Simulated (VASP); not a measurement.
A run of VASP 6.6.1 is set up as follows.

INCAR

```
SYSTEM = Ga3Se
PREC = Accurate ; ENCUT = 520
EDIFF = 1E-7 ; ISMEAR = 0
SIGMA = 0.15 ; LREAL = .FALSE.
LASPH = .TRUE. ; NELM = 60
ALGO = Normal ; ISIF = 2
LWAVE = .FALSE. ; LCHARG = .FALSE.
GGA = PE ; IVDW = 12
NBANDS = 30
```

Contents of KPOINTS:

```
Automatic mesh
0
G
  12 12 12
  0 0 0
```

POSCAR

```
Ga3Se
1.0
    4.3236103161      0.0000000000      0.0000000000
    0.0000000000      3.8912492845      0.0000000000
    0.0000000000      0.0000000000      4.3236103161
Ga Se
3 1
Direct
    0.0000000000      0.5000000000      0.5000000000
    0.5000000000      0.0000000000      0.5000000000
    0.5000000000      0.5000000000      0.0000000000
    0.0000000000      0.0000000000      0.0000000000
```

Potentials or basis: VASP PAW PBE potentials, release 64 (Ga_d, Se).

Command:

```sh
$ cat potpaw_PBE.64/Ga_d/POTCAR potpaw_PBE.64/Se/POTCAR > POTCAR
$ mpirun -np 1 vasp_std > vasp.out
```

**Question.** Estimate the pressure.

**Answer.** 6.0 GPa.

**Question.** What does it give for the dispersion energy per atom?

**Answer.** -0.352 eV.

Stress tensor (GPa, compression positive):
```
6.16 0.00 0.00
0.00 5.71 0.00
0.00 0.00 6.16
```

Caveat: the cell differs from its parent crystal (strain -0.1000 x Voigt [0, 1, 0, 0, 0, 0]); pairwise dispersion overbinds metals, which lowers pressure and volume.
